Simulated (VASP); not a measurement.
HfO2: single point with revPBE

HfO2:

```xyz
12
Lattice="5.1180 0.0000 0.0000 0.0000 5.1857 0.0000 -0.8587 0.0000 5.2139" Properties=species:S:1:pos:R:3 pbc="T T T"
Hf    0.8021    2.3870    3.6914
Hf    3.0279    4.9798    4.1294
Hf    3.4573    2.7987    1.5224
Hf    1.2314    0.2059    1.0845
O    -0.3473    0.8733    4.4146
O     4.1773    3.4661    3.4062
O     4.6066    4.3124    0.7993
O     0.0821    1.7196    1.8076
O     1.4549    3.8473    5.1101
O     2.3751    1.2544    2.7107
O     2.8045    1.3384    0.1038
O     1.8842    3.9313    2.5032
```

```
Program             : VASP 6.6.1
Task                : single point
Functional          : revPBE
Potentials or basis : VASP PAW PBE potentials, release 64 (Hf_pv, O)
Cutoff              : 520 eV
k mesh              : 4 × 4 × 4
Occupations         : fermi-dirac, width 0.05 eV
Spin                : no spin polarisation
```

| Quantity | Value |
| --- | --- |
| Pressure | 6.1 GPa |
| Largest force | 0.471 eV/Å |
| Band gap on the k mesh | 4.17 eV, indirect (least direct gap 4.26 eV) |

Forces in eV/Å, atoms in the order of the input:
```
Hf   0.168 -0.009  0.040
Hf  -0.168 -0.009 -0.040
Hf  -0.168  0.009 -0.040
Hf   0.168  0.009  0.040
O   -0.411 -0.180 -0.143
O    0.411 -0.180  0.143
O    0.411  0.180  0.143
O   -0.411  0.180 -0.143
O   -0.142  0.031 -0.078
O    0.142  0.031  0.078
O    0.142 -0.031  0.078
O   -0.142 -0.031 -0.078
```

Stress tensor (GPa, compression positive):
```
6.15 0.00 0.42
0.00 5.49 0.00
0.42 0.00 6.71
```

Levels at points of the mesh, in eV from the valence-band top:
| k point | band 41 | band 42 | band 43 | band 44 | band 45 | band 46 | band 47 | band 48 |
| --- | --- | --- | --- | --- | --- | --- | --- | --- |
| (0.00, 0.00, 0.00) | -0.54 | -0.52 | -0.17 | 0.00 | 4.62 | 5.15 | 5.35 | 5.56 |
| (0.50, 0.00, 0.00) | -0.68 | -0.56 | -0.49 | -0.09 | 4.17 | 5.21 | 5.29 | 5.34 |
| (0.00, 0.50, 0.00) | -0.79 | -0.79 | -0.42 | -0.42 | 5.15 | 5.15 | 5.63 | 5.63 |
| (0.50, 0.50, 0.00) | -0.88 | -0.88 | -0.58 | -0.58 | 4.89 | 4.89 | 5.33 | 5.33 |
| (0.00, 0.00, 0.50) | -0.80 | -0.80 | -0.48 | -0.48 | 4.86 | 4.86 | 5.28 | 5.28 |
| (0.50, 0.00, 0.50) | -0.96 | -0.96 | -0.49 | -0.49 | 4.49 | 4.49 | 5.60 | 5.60 |
| (0.00, 0.50, 0.50) | -0.90 | -0.90 | -0.62 | -0.62 | 5.03 | 5.03 | 5.20 | 5.20 |
| (0.50, 0.50, 0.50) | -1.02 | -1.02 | -0.73 | -0.73 | 4.67 | 4.67 | 5.36 | 5.36 |

Run time: 6.6 min on 1 thread of Intel Xeon 8259CL, on a shared host, peak memory 0.34 GiB.

Caveat: the PAW data sets were made with another functional, which shifts forces and pressure a little; spin-orbit coupling is left out, which moves the levels of the heavy elements. A k mesh can miss the band edges.
